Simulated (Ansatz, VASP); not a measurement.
## One calculation of CaSe, two programs

```
Ca Se
1.0
     3.63478    0.00000    0.00000
     0.00000    3.63478    0.00000
     0.00000    0.00000    3.63478
Ca Se
1 1
Direct
  0.00000 0.00000 0.00000
  0.50000 0.50000 0.50000
```

Alike in both runs: task single point; functional PBE; k mesh 6 × 6 × 6; no spin polarisation.

|  | VASP | Ansatz |
| --- | --- | --- |
| version | VASP 6.6.1 | Ansatz 0.2.0 |
| potentials or method | VASP PAW PBE potentials, release 64 (Ca_sv, Se) | plane waves |
| plane-wave cutoff (eV) | 500 | 420 |
| occupations | gaussian, width 0.01 eV | fixed |
| valence electrons in the cell | 16 | 26 |

```csv
,VASP,Ansatz,Ansatz less VASP
gap on the k mesh at the Fermi level (eV),0.76,0.77,+0.008
pressure (GPa),0.9,0.7,-0.16
```

VASP's potentials hold 16 valence electrons a cell and Ansatz's 26, so a difference there can come from the potentials and not from the codes.
